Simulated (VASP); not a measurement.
**Cs: electric field gradients with PBE**

Cs:

```
Cs
1.0
    -3.12847    3.12847    3.12847
     3.12847   -3.12847    3.12847
     3.12847    3.12847   -3.12847
Cs
1
Direct
  0.00000 0.00000 0.00000
```

- Program: VASP 6.6.1
- Task: electric field gradients
- Functional: PBE
- Potentials or basis: VASP PAW PBE potentials, release 64 (Cs_sv)
- Cutoff: 520 eV
- k mesh: 9 × 9 × 9
- Occupations: fermi-dirac, width 0.03 eV
- Spin: non-collinear spin, zero start, spin-orbit coupling
- Starting moments: [[0.0, 0.0, 0.0]] μB
- Dipole correction: no
- Further INCAR settings: ALGO = Normal; EDIFF = 1e-08; NBANDS = 20

* Pressure: -0.1 GPa
* Net moment: 0.00 μB per cell
* Largest electric field gradient by atom: under 0.05 V/Å² on every atom
* Valence electrons inside the program's atomic spheres: Cs 6.54

Moments on the atoms (μB; x, y, z):
```
Cs  0.00 0.00 0.00
```

It took 2.9 min on 1 thread of Intel(R) Xeon(R) Platinum 8375C CPU @ 2.90GHz (Ice Lake) (shared host), peak memory 0.54 GiB.
